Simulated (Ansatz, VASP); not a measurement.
Two plane-wave programs on BaF2

Contents of INCAR:

```
PREC = Accurate ; ENCUT = 600
EDIFF = 1E-6 ; ISMEAR = 0
SIGMA = 0.05 ; LREAL = F
LASPH = T ; NELM = 120
ALGO = Normal ; ISIF = 2
LWAVE = F ; LCHARG = T
GGA = RE ; LELF = T
LVHAR = T ; NBANDS = 19
GGA_COMPAT = F
```

KPOINTS

```
Automatic mesh
0
Gamma
  6 6 6
```

The input POSCAR:

```
BaF2
1.0
    0.0000000000      3.1439884907      3.1439884907
    3.1439884907      0.0000000000      3.1439884907
    3.1439884907      3.1439884907      0.0000000000
Ba F
1 2
Direct
    0.0000000000      0.0000000000      0.0000000000
    0.2500000000      0.2500000000      0.2500000000
    0.7500000000      0.7500000000      0.7500000000
```

Input for Ansatz:

```yaml
crystal:
  lattice:
    - [0.0, 3.1439884907, 3.1439884907]
    - [3.1439884907, 0.0, 3.1439884907]
    - [3.1439884907, 3.1439884907, 0.0]
  atoms:
    - { symbol: Ba, position: [0.0, 0.0, 0.0] }
    - { symbol: F, position: [0.25, 0.25, 0.25] }
    - { symbol: F, position: [0.75, 0.75, 0.75] }
basis:
  ecutwfc: 420
  ecutrho_ratio: 4
kpoints:
  mp_grid: { grid: [6, 6, 6] }
hamiltonian:
  xc: revpbe
scf:
  occupations: { method: gaussian, width: 0.05 }
output:
  forces: true
  stress: true
  eigenvalues: true
```

Alike in both runs: task single point; functional revPBE; k mesh 6 × 6 × 6; occupations gaussian, width 0.05 eV; no spin polarisation.

|  | VASP | Ansatz |
| --- | --- | --- |
| version | VASP 6.6.1 | Ansatz 0.2.0 |
| potentials or method | VASP PAW PBE potentials, release 64 (Ba_sv, F), cutoff 600 eV | scalar-relativistic, plane waves, PAW |
| valence electrons in the cell | 24 | 24 |

|  | VASP | Ansatz | Ansatz less VASP |
| --- | --- | --- | --- |
| gap on the k mesh at the Fermi level (eV) | 6.88 | 6.94 | +0.066 |
| least direct gap on the mesh (eV) | 6.93 | 7.00 | +0.075 |
| pressure (GPa) | 1.8 | 1.0 | -0.80 |

VASP's potentials were made for PBE, not for revPBE. The functional is the same, so the differences come from potentials, cutoffs and numerics.

Neither program's run includes spin-orbit coupling.
